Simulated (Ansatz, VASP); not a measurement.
Two plane-wave programs on AlN

```
CELL_PARAMETERS angstrom
0.00000 2.01887 2.03906
2.01887 0.00000 2.03906
2.01887 2.01887 0.00000
ATOMIC_POSITIONS crystal
Al 0.00000 0.00000 0.00000
N 0.50000 0.50000 0.50000
```

Change from the starting cell: uniaxial_z strain +1.0%.

Alike in both runs: task single point; functional PBE; k mesh 10 × 10 × 10; occupations fermi-dirac, width 0.02 eV; no spin polarisation.

|  | VASP | Ansatz |
| --- | --- | --- |
| version | VASP 6.6.1 | Ansatz 0.2.0 |
| potentials or method | VASP PAW PBE potentials, release 64 (Al, N) | plane waves, PAW |
| plane-wave cutoff (eV) | 520 | 420 |
| valence electrons in the cell | 8 | 8 |

VASP gave:

```
gap on the k mesh at the Fermi level (eV)                     : 4.47
pressure (GPa)                                                : 3.5
traceless stress, the component that is largest in VASP (GPa) : -1.82
```

Task: Estimate Ansatz's values.

Result: gap on the k mesh at the Fermi level (eV): 4.50; pressure (GPa): 3.8; traceless stress, the component that is largest in VASP (GPa): -1.82.
